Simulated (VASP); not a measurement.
Input of a VASP 6.6.1 run:

File POSCAR:

```
SrZr2As2
1.0
    0.0000000000      4.0215590000      0.0000000000
    4.0215590000      0.0000000000      0.0000000000
    2.0107790000      2.0107790000     -6.1531760000
As Sr Zr
2 1 2
Direct
    0.3525000000      0.3525000000      0.2950000000
    0.6475000000      0.6475000000      0.7050000000
    0.0000000000      0.0000000000      0.0000000000
    0.7500000000      0.2500000000      0.5000000000
    0.2500000000      0.7500000000      0.5000000000
```

The input INCAR.step1:

```
PREC = Accurate ; ENCUT = 520
ISMEAR = 1 ; SIGMA = 0.0754
LREAL = F ; LASPH = T
NELM = 60 ; NBANDS = 30
GGA = PE ; ALGO = Normal
EDIFF = 1E-4 ; LWAVE = T
LCHARG = F
```

INCAR.step2

```
PREC = Accurate ; ENCUT = 520
EDIFF = 1E-7 ; ISMEAR = 1
SIGMA = 0.0754 ; LREAL = F
LASPH = T ; NELM = 60
ALGO = Normal ; ISIF = 2
LWAVE = F ; LCHARG = T
METAGGA = R2SCAN ; LMIXTAU = T
LELF = T ; LVHAR = T
NBANDS = 30 ; ISTART = 1
```

Contents of KPOINTS:

```
Automatic mesh
0
Gamma
  5 5 5
```

Potentials or basis: VASP PAW PBE potentials, release 64 (As, Sr_sv, Zr_sv).

Launch:

```bash
$ cat potpaw_PBE.64/As/POTCAR potpaw_PBE.64/Sr_sv/POTCAR potpaw_PBE.64/Zr_sv/POTCAR > POTCAR
$ cp INCAR.step1 INCAR
$ mpirun -np 1 vasp_std > vasp.out
$ cp INCAR.step2 INCAR
$ mpirun -np 1 vasp_std > vasp.out
```

Problem. Predict the band gap on the k mesh.

Solution. Zero (bands 22 and 23 overlap by 1.42 eV).

Problem. Predict the pressure.

Solution. 49.3 GPa.

Stress tensor (GPa, compression positive):
```
54.41  0.00  0.00
 0.00 54.41  0.00
 0.00  0.00 39.03
```

Caveat: the cell stands under pressure; the PAW data sets were made with another functional, which shifts forces and pressure a little.
